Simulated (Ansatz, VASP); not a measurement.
## Al: VASP beside Ansatz

POSCAR

```
Al
1.0
    2.8642811953      0.0000000000      0.0000000000
   -1.4321405977      2.4805402787      0.0000000000
    0.0000000000      0.0000000000      4.6401355364
Al
2
Direct
    0.2733333333      0.6366666667      0.2050000000
    0.7266666667      0.3633333333      0.7950000000
```

INCAR.step1

```
PREC = Accurate
ENCUT = 520
ISMEAR = -1
SIGMA = 0.05
LREAL = F
LASPH = T
NELM = 80
NBANDS = 10
GGA = PE
ALGO = Normal
EDIFF = 1E-4
LWAVE = T
LCHARG = F
```

Contents of INCAR.step2:

```
PREC = Accurate
ENCUT = 520
EDIFF = 1E-8
ISMEAR = -1
SIGMA = 0.05
LREAL = F
LASPH = T
NELM = 80
ALGO = Normal
ISIF = 2
LWAVE = F
LCHARG = F
METAGGA = R2SCAN
LMIXTAU = T
LEFG = T
NBANDS = 10
ISTART = 1
```

KPOINTS

```
Automatic mesh
0
Gamma
  12 12 7
```

Input for Ansatz:

```yaml
crystal:
  lattice:
    - [2.8642811953, 0.0, 0.0]
    - [-1.4321405977, 2.4805402787, 0.0]
    - [0.0, 0.0, 4.6401355364]
  atoms:
    - { symbol: Al, position: [0.2733333333, 0.6366666667, 0.205] }
    - { symbol: Al, position: [0.7266666667, 0.3633333333, 0.795] }
kpoints:
  mp_grid: { grid: [12, 12, 7] }
scf:
  occupations: { method: fermi_dirac, width: 0.05 }
hamiltonian:
  xc: r2scan
  pseudopotentials: { kind: paw }
output:
  forces: true
  stress: true
  eigenvalues: true
  efg: { contact_densities: true }
  populations: true
```

Change from the starting cell: shortest bond scaled by 0.82, PAW files.

Alike in both runs: task electric field gradients; functional r2SCAN; k mesh 12 × 12 × 7; occupations fermi-dirac, width 0.05 eV; no spin polarisation.

|  | VASP | Ansatz |
| --- | --- | --- |
| version | VASP 6.6.1 | Ansatz 0.2.0 |
| potentials or method | VASP PAW PBE potentials, release 64 (Al) | PAW with Ansatz's default frozen-core files, scalar-relativistic |
| plane-wave cutoff (eV) | 520 | 500 |
| valence electrons in the cell | 6 | 6 |

Ansatz gave:

| Property | Result |
| --- | --- |
| pressure (GPa) | 6.7 |
| traceless stress, the component that is largest in VASP (GPa) | 7.16 |
| rms of the force components (eV/Å) | 1.817 |
| size of Vzz on the site where it differs most (V/Å²) | 7.3 |

Problem. What did VASP give for the same quantities?

Solution. Pressure (GPa): 6.4; traceless stress, the component that is largest in VASP (GPa): 7.16; rms of the force components (eV/Å): 1.813; size of Vzz on the site where it differs most (V/Å²): 9.3.

VASP's potentials were made for PBE, not for r2SCAN. Atom by atom the forces differ by 0.004 eV/Å (rms over components).
